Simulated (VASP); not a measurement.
# CuO (P1) in VASP: settings compared

Aim: see how the results for CuO move with the level of theory and the settings. Levels: PBE, LDA, LDA+U, PBEsol+U. Tasks: single point.

All numbers are computed with VASP 6.6.1; they aren't measurements. Logs are shortened: lines on timing, memory, paths and dates and some standing lists are left out, and cuts for length are marked.

**1. The cell of the first run**

The typed cell holds 8 atoms: a = 2.900 Å, b = 5.129 Å, c = 5.643 Å, α = 93.94°, β = 101.64°, γ = 97.69°.

**2. Single point, PBE**

INCAR

```
PREC = Accurate
ENCUT = 520
EDIFF = 1E-7
ISMEAR = -1
SIGMA = 0.05
LREAL = F
LASPH = T
NELM = 80
ALGO = Normal
ISIF = 2
LWAVE = F
LCHARG = T
GGA = PE
LELF = T
LVHAR = T
NBANDS = 44
```

KPOINTS

```
regular mesh
0
Gamma
  7 4 4
```

POSCAR

```
CuO
1.0
   -2.3418500000      1.7113000000      0.0000000000
    0.8500300000      0.0000000000     -5.0578700000
   -2.3418500000     -5.1339000000      0.0000000000
Cu O
4 4
Direct
    0.2479969100      0.0006014900      0.2432966400
    0.7479969100      0.0006014900      0.7432966400
    0.9979969100      0.5006014900      0.4932966400
    0.4979969100      0.5006014900      0.9932966400
    0.7071969100      0.7506014900      0.2840966400
    0.2071969100      0.7506014900      0.7840966400
    0.7887969100      0.2506014900      0.2024966400
    0.3048216600      0.2457895500      0.7561235500
```

Potentials or basis: VASP PAW PBE potentials, release 64 (Cu, O).

Started as:

```bash
> cat potpaw_PBE.64/Cu/POTCAR potpaw_PBE.64/O/POTCAR > POTCAR
> mpirun -np 1 vasp_std > vasp.out
```

OUTCAR:

```text
PREC = Accurate
   ENCUT = 520
   EDIFF = 1E-7
   ISMEAR = -1
   LREAL = F
   LASPH = T
   NELM = 80
   ISIF = 2
   GGA = PE

 ion  position               nearest neighbor table
   1  0.248  0.001  0.243-   5 1.95   7 1.95   7 1.96   5 1.96
   2  0.748  0.001  0.743-   8 1.90   8 1.92   6 1.95   6 1.96
   3  0.998  0.501  0.493-   7 1.95   6 1.95   5 1.96   8 2.18
   4  0.498  0.501  0.993-   8 1.75   5 1.95   6 1.96   7 1.96
   5  0.707  0.751  0.284-   1 1.95   4 1.95   3 1.96   1 1.96
   6  0.207  0.751  0.784-   2 1.95   3 1.95   4 1.96   2 1.96
   7  0.789  0.251  0.202-   3 1.95   1 1.95   1 1.96   4 1.96
   8  0.305  0.246  0.756-   4 1.75   2 1.90   2 1.92   3 2.18

  LATTYP: Found a triclinic cell.
 ALAT       =     8.8711867116
 B/A-ratio  =     0.3269556130
 C/A-ratio  =     1.3190826441
 COS(alpha) =     0.0053209128
 COS(beta)  =     0.5659575896
 COS(gamma) =     0.7822162007

  Lattice vectors:

 A1 = (  -2.3418500000,   8.5565000000,   0.0000000000)
 A2 = (  -2.3418500000,   1.7113000000,   0.0000000000)
 A3 = (   6.1755200000,   8.5565000000,   5.0578700000)

Analysis of symmetry for initial positions (statically):
=====================================================================
 Subroutine PRICEL returns:
 Original cell was already a primitive cell.

 Routine SETGRP: Setting up the symmetry group for a
 triclinic supercell.

 Subroutine GETGRP returns: Found  1 space group operations
 (whereof  1 operations were pure point group operations)
 out of a pool of  2 trial point group operations.

The static configuration has the point symmetry C_1 .

Analysis of symmetry for dynamics (positions and initial velocities):
=====================================================================
 Subroutine PRICEL returns:
 Original cell was already a primitive cell.

 Routine SETGRP: Setting up the symmetry group for a
 triclinic supercell.

 Subroutine GETGRP returns: Found  1 space group operations
 (whereof  1 operations were pure point group operations)
 out of a pool of  2 trial point group operations.

The dynamic configuration has the point symmetry C_1 .

 Subroutine INISYM returns: Found  1 space group operations
 (whereof  1 operations are pure point group operations),
 and found     1 'primitive' translations

----------------------------------------------------------------------------------------

                                     Primitive cell

  volume of cell :      81.0798

  direct lattice vectors                    reciprocal lattice vectors
    -2.341850000  1.711300000  0.000000000    -0.320259624  0.146087770 -0.053823109
     0.850030000  0.000000000 -5.057870000     0.000000000  0.000000000 -0.197711685
    -2.341850000 -5.133900000  0.000000000    -0.106753208 -0.146087770 -0.017941036

  length of vectors
     2.900484289  5.128801023  5.642799893     0.356096602  0.197711685  0.181823443

  position of ions in fractional coordinates (direct lattice)
     0.247996910  0.000601490  0.243296640
     0.747996910  0.000601490  0.743296640
     0.997996910  0.500601490  0.493296640
     0.497996910  0.500601490  0.993296640
     0.707196910  0.750601490  0.284096640
     0.207196910  0.750601490  0.784096640
     0.788796910  0.250601490  0.202496640
     0.304821660  0.245789550  0.756123550

  ion indices of the primitive-cell ions
   primitive index   ion index
                 1           1
                 2           2
                 3           3
                 4           4
                 5           5
                 6           6
                 7           7
                 8           8

----------------------------------------------------------------------------------------

 KPOINTS: regular mesh

Automatic generation of k-mesh.
 Grid dimensions read from file:
 generate k-points for:    7    4    4

 Generating k-lattice:

  Cartesian coordinates                     Fractional coordinates (reciprocal lattice)
    -0.045751375  0.020869681 -0.007689016     0.142857143  0.000000000 -0.000000000
     0.000000000  0.000000000 -0.049427921     0.000000000  0.250000000  0.000000000
    -0.026688302 -0.036521942 -0.004485259     0.000000000 -0.000000000  0.250000000

  Length of vectors
     0.050870943  0.049427921  0.045455861

  Shift w.r.t. Gamma in fractional coordinates (k-lattice)
     0.000000000  0.000000000  0.000000000

 Subroutine IBZKPT returns following result:
 ===========================================

 Found     58 irreducible k-points:

 Following reciprocal coordinates:
            Coordinates               Weight
  0.000000  0.000000  0.000000      1.000000
  0.142857 -0.000000 -0.000000      2.000000
  0.285714  0.000000 -0.000000      2.000000
  0.428571 -0.000000 -0.000000      2.000000
  0.000000  0.250000  0.000000      2.000000
  0.142857  0.250000 -0.000000      2.000000
[... 16 lines left out ...]
  0.000000  0.250000  0.250000      2.000000
  0.142857  0.250000  0.250000      2.000000
 [... further k-points ...]
   k-points           NKPTS =     58   k-points in BZ     NKDIM =     58   number of bands    NBANDS=     44
   number of dos      NEDOS =    301   number of ions     NIONS =      8
   total plane-waves  NPLWV =  40320
   dimension x,y,z NGX =    24 NGY =   40 NGZ =   42
   dimension x,y,z NGXF=    48 NGYF=   80 NGZF=   84
   ions per type =               4   4
   NGX,Y,Z   is equivalent  to a cutoff of  13.76, 12.97, 12.37 a.u.
   NGXF,Y,Z  is equivalent  to a cutoff of  27.51, 25.93, 24.75 a.u.
 SYSTEM =  unknown system
   PREC   = accura    normal or accurate (medium, high low for compatibility)
   ISTART =      0    job   : 0-new  1-cont  2-samecut
   ICHARG =      2    charge: 1-file 2-atom 10-const
   ISPIN  =      1    spin polarized calculation?
   LNONCOLLINEAR =      F non collinear calculations
   LSORBIT =      F    spin-orbit coupling
   LASPH  =      T    aspherical Exc in radial PAW
   ENCUT  =  520.0 eV  38.22 Ry    6.18 a.u.   5.39  9.54 10.49*2*pi/ulx,y,z
   NELM   =     80;   NELMIN=  2; NELMDL= -5     # of ELM steps
   EDIFF  = 0.1E-06   stopping-criterion for ELM
   LREAL  =      F    real-space projection
   EDIFFG = 0.1E-05   stopping-criterion for IOM
   NSW    =      0    number of steps for IOM
   IBRION =     -1    ionic relax: 0-MD 1-quasi-New 2-CG
   NFREE  =      0    steps in history (QN), initial steepest desc. (CG)
   ISIF   =      2    stress and relaxation
   ISYM   =      2    0-nonsym 1-usesym 2-fastsym
   POTIM  = 0.5000    time-step for ionic-motion
   TEBEG  =    0.0;   TEEND  =   0.0 temperature during run
   PSTRESS=    0.0 pullay stress
   NELECT =      68.0000    total number of electrons
   NUPDOWN=      -1.0000    fix difference up-down
   EMIN   =  10.00;   EMAX   =-10.00  energy-range for DOS
   EFERMI =   0.00;   METHOD = LEGACY
   ISMEAR =    -1;   SIGMA  =   0.05  broadening in eV -4-tet -1-fermi 0-gaus
   EFERMI_NEDOS =   21; number of points for ismear=-14 and -15
   IALGO  =     38    algorithm
   IMIX   =      4    mixing-type and parameters
     AMIX     =   0.40;   BMIX     =  1.00
     AMIX_MAG =   1.60;   BMIX_MAG =  1.00
  volume/ion in A,a.u.               =      10.13        68.39
  Fermi-wavevector in a.u.,A,eV,Ry     =   1.543856  2.917465 32.429376  2.383492
  Thomas-Fermi vector in A             =   2.649460
   LORBIT       =      0    0 simple, 1 ext, 2 COOP (PROOUT), +10 PAW based schemes
   GGA     = PE    functional components
[... 5 lines left out ...]
 non-spin polarized calculation
  energy-cutoff  :      520.00
  volume of cell :       81.08
 maximum number of plane-waves:      2211
 NGX is ok and might be reduce to    24
   NGX = 11   NGY = 19   NGZ = 21

 number of electron      67.9999989 magnetization

 Free energy of the ion-electron system (eV)
  ---------------------------------------------------
  ext. energy  EPLUGINS =         0.00000000
  ---------------------------------------------------
  free energy    TOTEN  =       -38.72927039 eV

  energy without entropy =      -38.69940285  energy(sigma->0) =      -38.71433662

 E-fermi :   5.7414     XC(G=0): -11.9029

 val. band max:        5.7376325667   @ k =  -0.2857   0.5000   0.2500
 cond. band min:       5.7533492734   @ k =   0.2857   0.5000   0.2500
 fundamental gap:      0.0157167066
 Fermi energy:         5.7414088464

 k-point     1 :       0.0000    0.0000    0.0000
  band No.  band energies     occupation
      1     -14.3092      2.00000
      2     -13.4774      2.00000
      3     -12.9363      2.00000
      4     -12.6504      2.00000
      5      -2.5326      2.00000
      6      -1.6452      2.00000
[... 36 lines left out ...]
     43      16.9974      0.00000
     44      17.1046      0.00000

 k-point     2 :       0.1429   -0.0000   -0.0000
  band No.  band energies     occupation
      1     -14.1693      2.00000
      2     -13.4031      2.00000
      3     -12.8944      2.00000
      4     -12.6346      2.00000
      5      -2.2958      2.00000
      6      -1.4674      2.00000
[... 36 lines left out ...]
     43      16.2436      0.00000
     44      17.5247      0.00000

 k-point     3 :       0.2857    0.0000   -0.0000
  band No.  band energies     occupation
      1     -13.8194      2.00000
      2     -13.2445      2.00000
      3     -12.7922      2.00000
      4     -12.6049      2.00000
      5      -1.7024      2.00000
      6      -1.0399      2.00000
[... 36 lines left out ...]
     43      14.9704      0.00000
     44      15.6839      0.00000

 k-point     4 :       0.4286   -0.0000   -0.0000
  band No.  band energies     occupation
      1     -13.4697      2.00000
      2     -13.1532      2.00000
      3     -12.6943      2.00000
      4     -12.5955      2.00000
      5      -1.3325      2.00000
      6      -1.1795      2.00000
[... 882 lines left out ...]
     43      16.3256      0.00000
     44      17.1798      0.00000

 k-point    23 :       0.0000    0.2500    0.2500
  band No.  band energies     occupation
      1     -14.0401      2.00000
      2     -13.5304      2.00000
      3     -13.1245      2.00000
      4     -12.7919      2.00000
      5      -1.8063      2.00000
      6      -1.3270      2.00000
[... 36 lines left out ...]
     43      15.8281      0.00000
     44      17.0282      0.00000

 k-point    24 :       0.1429    0.2500    0.2500
  band No.  band energies     occupation
      1     -13.8490      2.00000
      2     -13.4845      2.00000
      3     -13.0755      2.00000
      4     -12.8051      2.00000
      5      -1.5381      2.00000
      6      -1.2272      2.00000
[... 36 lines left out ...]
     43      16.0837      0.00000
     44      16.5502      0.00000

 [... further k-points ...]
[... 5 lines left out ...]
  --------------------------------------------------------------------------------------
  -------------------------------------------------------------------------------------
  Total        4.3055948      4.9105454      5.4560620      0.5441564      1.2535490      0.8985941
  in kB       85.0806611     97.0347816    107.8144566     10.7527967     24.7707425     17.7566595
  external PRESSURE =      96.6432998 kB  Pullay stress =       0.0000000 kB

 VOLUME and BASIS-vectors are now :
 -----------------------------------------------------------------------------
  energy-cutoff  :      520.00
  volume of cell :       81.08
      direct lattice vectors                 reciprocal lattice vectors
    -2.341850000  1.711300000  0.000000000    -0.320259624  0.146087770 -0.053823109
     0.850030000  0.000000000 -5.057870000     0.000000000  0.000000000 -0.197711685
    -2.341850000 -5.133900000  0.000000000    -0.106753208 -0.146087770 -0.017941036

 POSITION                                       TOTAL-FORCE (eV/Angst)
 -----------------------------------------------------------------------------------
     -1.15002     -0.82466     -0.00304        -0.025273      0.049195     -0.032730
     -3.49187     -2.53596     -0.00304        -0.146124     -0.486098      0.376203
     -3.06686     -0.82466     -2.53198        -0.412496     -0.243937      0.429739
     -3.06686     -4.24726     -2.53198        -1.121351     -1.378622     -1.600911
     -1.68343     -0.24830     -3.79644         0.139901      0.301645     -0.159564
     -1.68343     -3.67090     -3.79644         0.172959      0.457490      0.257320
     -2.10844      0.31027     -1.26751        -0.388183     -0.635487      0.004077
     -2.27565     -3.36022     -1.24317         1.780567      1.935815      0.725866
 -----------------------------------------------------------------------------------
    total drift:                               -0.001578      0.001646      0.000332

  FREE ENERGIE OF THE ION-ELECTRON SYSTEM (eV)
  ---------------------------------------------------
  free  energy   TOTEN  =       -38.7292703915 eV

  energy  without entropy=      -38.6994028517  energy(sigma->0) =      -38.71433662
```

Wall time 3.6 min (1 thread of AMD EPYC 9R14 (Zen 4), shared host); peak memory 0.26 GiB.

What came out:

```
Free energy            : -38.7293 eV
Pressure               : 9.7 GPa
Largest force          : 2.728 eV/Å
Band gap on the k mesh : zero (band 34 reaches 5.96 eV, above the bottom of band 35 at 5.34 eV)
```

Forces on the atoms (eV/Å):
```
Cu  -0.025  0.049 -0.033
Cu  -0.146 -0.486  0.376
Cu  -0.412 -0.244  0.430
Cu  -1.121 -1.379 -1.601
O    0.140  0.302 -0.160
O    0.173  0.457  0.257
O   -0.388 -0.635  0.004
O    1.781  1.936  0.726
```

Stress tensor (GPa, compression positive):
```
 8.51  1.08  1.78
 1.08  9.70  2.48
 1.78  2.48 10.78
```

Caveat: semilocal functionals often make such compounds metallic where correlation or magnetic order opens a gap, which also shifts bond lengths; forces of over 1 eV/Å act on the atoms, so gaps and moduli don't describe the material at rest.

(Continued in part 2 of 2.)
